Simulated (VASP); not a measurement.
Fe:

```xyz
1
Lattice="-1.4430 1.4430 1.4430 1.4430 -1.4430 1.4430 1.4430 1.4430 -1.4430" Properties=species:S:1:pos:R:3 pbc="T T T"
Fe    0.0000    0.0000    0.0000
```

```yaml
Program: VASP 6.6.1
Task: relaxation of cell and atoms
Functional: PBEsol
Potentials_or_basis: VASP PAW PBE potentials, release 64 (Fe)
Cutoff: 600 eV
k_mesh: 10 × 10 × 10
Occupations: gaussian, width 0.1 eV
Spin: collinear spin, ferromagnetic start
Starting_moments: "[2.65] μB"
```

At the start: pressure -19.6 GPa; volume 12.02 Å³/atom.

Problem. How do energy, volume and symmetry change on relaxing?

Solution. Over 3 steps the energy falls by 82.6 meV/atom and the volume is 10.84 Å³/atom (-9.8 %); space group Im-3m (No. 229, to 0.05 Å); moment 2.13 μB per cell.

The path:
```
step  energy change (eV)  largest force (eV/Å)  pressure (GPa)  volume (Å³)
   1              0.0000                0.0000          -19.64        12.02
   2              0.0318                0.0000           33.88         9.63
   3             -0.0826                0.0000           -0.05        10.84
```

Final structure:
```cif
data_structure
_symmetry_space_group_name_H-M 'P 1'
_symmetry_Int_Tables_number 1
_cell_length_a 2.4147
_cell_length_b 2.4147
_cell_length_c 2.4147
_cell_angle_alpha 109.471
_cell_angle_beta 109.471
_cell_angle_gamma 109.471
_cell_volume 10.84
loop_
_atom_site_label
_atom_site_type_symbol
_atom_site_fract_x
_atom_site_fract_y
_atom_site_fract_z
_atom_site_occupancy
Fe1 Fe 0.00000 0.00000 0.00000 1
```

Caveat: the PAW data sets were made with another functional, which shifts forces and pressure a little.
